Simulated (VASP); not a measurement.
Input of a VASP 6.6.1 run:

Contents of INCAR:

```
PREC     = Accurate       # precision mode
ENCUT    = 500            # plane-wave cutoff, eV
EDIFF    = 1E-6           # SCF threshold, eV
ISMEAR   = -1             # smearing method
SIGMA    = 0.08           # smearing width, eV
LREAL    = F              # projectors in reciprocal space
LASPH    = T              # aspherical terms in the spheres
NELM     = 120            # most SCF steps
ALGO     = Normal         # electronic algorithm
ISIF     = 2              # what is computed and relaxed
LWAVE    = F              # write WAVECAR
LCHARG   = T              # write CHGCAR
GGA      = CA             # functional
LELF     = T              # ELF
LVHAR    = T            
NBANDS   = 19             # bands
GGA_COMPAT= F
```

KPOINTS

```
regular mesh
0
Gamma
  10 10 6
```

Contents of POSCAR:

```
ZrSe2
1.0
    3.6915136371      0.0000000000      0.0000000000
   -1.8457568185      3.1969445881      0.0000000000
    0.0000000000      0.0000000000      5.9492966617
Zr Se
1 2
Direct
    0.0000000000      0.0000000000      0.0000000000
    0.3333333333      0.6666666667      0.2664842362
    0.6666666667      0.3333333333      0.7335157638
```

Potentials or basis: VASP PAW LDA potentials, release 64 (Zr_sv, Se).

Run with:

```bash
$ cat potpaw_LDA.64/Zr_sv/POTCAR potpaw_LDA.64/Se/POTCAR > POTCAR
$ mpirun -np 1 vasp_std > vasp.out
```

**Question.** Estimate the pressure.

**Answer.** 0.2 GPa.

**Question.** What does it give for the largest force?

**Answer.** 0.040 eV/Å.

Forces on the atoms (eV/Å):
```
Zr   0.000  0.000  0.000
Se   0.000  0.000  0.040
Se   0.000  0.000 -0.040
```

**What was measured.**

From “Stress-Tuned Optical Transitions in Layered 1T-MX2 (M= Hf, Zr, Sn; X= S, Se) Crystals”, 2022, arxiv:2210.12074, for a bulk crystal of ZrSe2: band gap 1.2 eV (indirect).

A measured gap of ZrSe2 is 1.2 eV (indirect; quoted in “Stress-Tuned Optical Transitions in Layered 1T-MX2 (M= Hf, Zr, Sn; X= S, Se) Crystals”, 2022, arxiv:2210.12074); the calculated 0.00 eV misses it by -1.20 eV. So large a miss can be the level of theory's own, or it may mean another phase, state or a wrong row. Spin-orbit coupling on Se, Zr is left out. The value is that of LDA on a finite k mesh, which can miss the band edges, without temperature or zero-point motion. Semilocal functionals fall short of measured gaps as a rule.
